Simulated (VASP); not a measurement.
Input of a VASP 6.6.1 run:

INCAR

```
SYSTEM = NbB2
  ALGO = Normal
  EDIFF = 1E-6
  ENCUT = 500
  GGA = CA
  GGA_COMPAT = .FALSE.
  ISIF = 2
  ISMEAR = 1
  LASPH = .TRUE.
  LCHARG = .FALSE.
  LREAL = .FALSE.
  LWAVE = .FALSE.
  NBANDS = 16
  NELM = 120
  PREC = Accurate
  SIGMA = 0.15
```

File KPOINTS:

```
k-points
0
G
  14 14 12
  0 0 0
```

POSCAR

```
NbB2
1.0
    3.0860000000      0.0000000000      0.0000000000
   -1.5430000000      2.6725544000      0.0000000000
    0.0000000000      0.0000000000      3.3060000000
Nb B
1 2
Direct
    0.0000000000      0.0000000000      0.0000000000
    0.3333333300      0.6666666700      0.5000000000
    0.6666666700      0.3333333300      0.5000000000
```

Potentials or basis: VASP PAW LDA potentials, release 64 (Nb_sv, B).

Launch:

```bash
$ cat potpaw_LDA.64/Nb_sv/POTCAR potpaw_LDA.64/B/POTCAR > POTCAR
$ mpirun -np 1 vasp_std > vasp.out
```

**Question.** Estimate the pressure.

**Answer.** -5.0 GPa.

Stress tensor (GPa, compression positive):
```
-4.50  0.00  0.00
 0.00 -4.50  0.00
 0.00  0.00 -6.01
```
